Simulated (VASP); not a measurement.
# TiH (P6_3/mmc) in VASP: further runs, part 2 of 2

VASP 6.6.1. Earlier steps stand in the parts before.

**3. Relaxation of volume and atoms at fixed shape, r2SCAN**

This run uses another cell than the first one, of 9.44 Å³/atom, 1.013 times its volume.

The input, POSCAR:

```
TiH
1.0
    2.8775800000      0.0000000000      0.0000000000
   -1.4387900000      2.4920600000      0.0000000000
    0.0000000000      0.0000000000      5.2632900000
Ti H
2 2
Direct
    0.0000000000      0.0000000000      0.0000000000
    0.0000000000      0.0000000000      0.5000000000
    0.6666666667      0.3333333333      0.7500000000
    0.3333333333      0.6666666667      0.2500000000
```

The input, INCAR.step1:

```
SYSTEM = TiH
PREC = Accurate
ENCUT = 600
ISMEAR = 1
SIGMA = 0.05
LREAL = .False.
LASPH = .True.
NELM = 100
GGA = PE
ALGO = Normal
EDIFF = 1E-4
LWAVE = .True.
LCHARG = .False.
```

The input, INCAR.step2:

```
SYSTEM = TiH
PREC = Accurate
ENCUT = 600
EDIFF = 1E-6
ISMEAR = 1
SIGMA = 0.05
LREAL = .False.
LASPH = .True.
NELM = 100
ALGO = Normal
ISIF = 8
LWAVE = .False.
LCHARG = .False.
METAGGA = R2SCAN
LMIXTAU = .True.
IBRION = 2
NSW = 80
EDIFFG = -0.01
ISTART = 1
```

The input, KPOINTS:

```
Automatic mesh
0
Gamma
  10 10 5
  0 0 0
```

Potentials or basis: VASP PAW PBE potentials, release 64 (Ti_sv, H).

On the command line:

```
> cat potpaw_PBE.64/Ti_sv/POTCAR potpaw_PBE.64/H/POTCAR > POTCAR
> cp INCAR.step1 INCAR
> mpirun -np 1 vasp_std > vasp.out
> cp INCAR.step2 INCAR
> mpirun -np 1 vasp_std > vasp.out
```

OUTCAR:

```text
SYSTEM = TiH
   PREC = Accurate
   ENCUT = 600
   EDIFF = 1E-6
   ISMEAR = 1
   LREAL = .False.
   LASPH = .True.
   NELM = 100
   ISIF = 8
   METAGGA = R2SCAN
   IBRION = 2
   NSW = 80
   EDIFFG = -0.01
   ISTART = 1

 ion  position               nearest neighbor table
   1  0.000  0.000  0.000-   2 2.63   2 2.63
   2  0.000  0.000  0.500-   1 2.63   1 2.63
   3  0.667  0.333  0.750-
   4  0.333  0.667  0.250-

  LATTYP: Found a hexagonal cell.
 ALAT       =     2.8775800000
 C/A-ratio  =     1.8290681753

  Lattice vectors:

 A1 = (   2.8775800000,   0.0000000000,   0.0000000000)
 A2 = (  -1.4387900000,   2.4920600000,   0.0000000000)
 A3 = (   0.0000000000,   0.0000000000,   5.2632900000)

Analysis of symmetry for initial positions (statically):
=====================================================================
 Subroutine PRICEL returns:
 Original cell was already a primitive cell.

 Routine SETGRP: Setting up the symmetry group for a
 hexagonal supercell.

 Subroutine GETGRP returns: Found 24 space group operations
 (whereof 12 operations were pure point group operations)
 out of a pool of 24 trial point group operations.

The static configuration has the point symmetry D_3d.
 The point group associated with its full space group is D_6h.

Analysis of symmetry for dynamics (positions and initial velocities):
=====================================================================
 Subroutine PRICEL returns:
 Original cell was already a primitive cell.

 Routine SETGRP: Setting up the symmetry group for a
 hexagonal supercell.

 Subroutine GETGRP returns: Found 24 space group operations
 (whereof 12 operations were pure point group operations)
 out of a pool of 24 trial point group operations.

[... 180 lines left out ...]
      1.43879      0.83069      3.94747         0.000000     -0.000000      0.000000
     -0.00000      1.66137      1.31582        -0.000000      0.000000     -0.000000
 -----------------------------------------------------------------------------------
    total drift:                                0.000000      0.000000      0.000000

  FREE ENERGIE OF THE ION-ELECTRON SYSTEM (eV)
  ---------------------------------------------------
  free  energy   TOTEN  =       -33.4796601574 eV

  energy  without entropy=      -33.4787461285  energy(sigma->0) =      -33.47935548

--------------------------------------- Ionic step        2  -------------------------------------------

 number of electron      25.9999999 magnetization

 Free energy of the ion-electron system (eV)
  ---------------------------------------------------
  ext. energy  EPLUGINS =         0.00000000
  ---------------------------------------------------
  free energy    TOTEN  =       -33.48056806 eV

  energy without entropy =      -33.47953107  energy(sigma->0) =      -33.48022240

 E-fermi :   8.8203     XC(G=0): -12.6050

 val. band max:        8.8044074237   @ k =   0.2000   0.1000   0.4000
 cond. band min:       8.8218935957   @ k =   0.4000   0.2000   0.4000
 fundamental gap:      0.0174861720
 Fermi energy:         8.8202981979

 k-point     1 :       0.0000    0.0000    0.0000
  band No.  band energies     occupation
      1     -50.3262      2.00000
      2     -50.1825      2.00000
      3     -26.0117      2.00000
      4     -25.2437      2.00000
      5     -25.2436      2.00000
      6     -25.1559      2.00000
[... 457 lines left out ...]
      4     -25.7759      2.00000
      5     -25.7367      2.00000
      6     -25.4189      2.00000
[... 9 lines left out ...]
     16      11.2414      0.00000
     17      11.6447      0.00000

 [... further k-points ...]

------------------------ aborting loop because EDIFF is reached ----------------------------------------

  FORCE on cell =-STRESS in cart. coord.  units (eV):
  Direction    XX          YY          ZZ          XY          YZ          ZX
  --------------------------------------------------------------------------------------
  -------------------------------------------------------------------------------------
  Total       -0.1822552     -0.1822556      0.4032224      0.0000000      0.0000000     -0.0000000
  in kB       -7.8013667     -7.8013831     17.2597853      0.0000000      0.0000000     -0.0000000
  external PRESSURE =       0.5523452 kB  Pullay stress =       0.0000000 kB

 VOLUME and BASIS-vectors are now :
 -----------------------------------------------------------------------------
  energy-cutoff  :      600.00
  volume of cell :       37.43
      direct lattice vectors                 reciprocal lattice vectors
     2.869588525  0.000000000  0.000000000     0.348482018  0.201195975  0.000000000
    -1.434794263  2.485139173  0.000000000     0.000000000  0.402391951  0.000000000
     0.000000000  0.000000000  5.248673048     0.000000000  0.000000000  0.190524346

 POSITION                                       TOTAL-FORCE (eV/Angst)
 -----------------------------------------------------------------------------------
      0.00000      0.00000      0.00000        -0.000000      0.000000     -0.000000
      0.00000      0.00000      2.62434        -0.000000      0.000000     -0.000000
      1.43479      0.82838      3.93650         0.000000     -0.000000      0.000000
     -0.00000      1.65676      1.31217        -0.000000      0.000000     -0.000000
 -----------------------------------------------------------------------------------
    total drift:                               -0.000000      0.000000      0.000000

  FREE ENERGIE OF THE ION-ELECTRON SYSTEM (eV)
  ---------------------------------------------------
  free  energy   TOTEN  =       -33.4805680636 eV

  energy  without entropy=      -33.4795310679  energy(sigma->0) =      -33.48022240

 reached required accuracy - stopping structural energy minimisation
```

Wall time 2.3 min (1 thread of Intel Xeon Platinum 8488C (Sapphire Rapids), shared host); peak memory 0.19 GiB.

Results:

```yaml
Free_energy: -33.4806 eV
Relaxed_volume: 9.36 Å³/atom
Relaxed_cell: a = 2.870 Å, b = 2.870 Å, c = 5.249 Å, α = 90.00°, β = 90.00°, γ = 120.00°
Space_group_after_relaxing_to_0.05_Å: P6_3/mmc (No. 194)
Energy_gained_by_relaxing: 0.2 meV/atom
Ionic_steps: 2
Pressure_after_relaxing: 0.1 GPa
Band_gap_on_the_k_mesh: zero (band 13 reaches 9.56 eV, above the bottom of band 14 at 8.29 eV)
```

Step by step:
```
step  energy change (eV)  largest force (eV/Å)  pressure (GPa)  volume (Å³)
   1              0.0000                0.0000           -0.98        37.74
   2             -0.0009                0.0000            0.06        37.43
```

Final structure:
```xyz
4
Lattice="2.8696 0.0000 0.0000 -1.4348 2.4851 0.0000 0.0000 0.0000 5.2487" Properties=species:S:1:pos:R:3 pbc="T T T"
Ti    0.0000    0.0000    0.0000
Ti    0.0000    0.0000    2.6243
H     1.4348    0.8284    3.9365
H     0.0000    1.6568    1.3122
```

Levels at points of the mesh, in eV from the Fermi level:
```
           k point  band 10  band 11  band 12  band 13  band 14  band 15  band 16  band 17
(0.00, 0.00, 0.00)    -6.36    -3.00    -1.92     0.50     0.50     1.23     1.23     1.78
(0.50, 0.00, 0.00)    -5.55    -3.36    -1.43    -1.36     0.81     2.12     2.84     3.54
```

Caveat: the PAW data sets were made with another functional, which shifts forces and pressure a little.
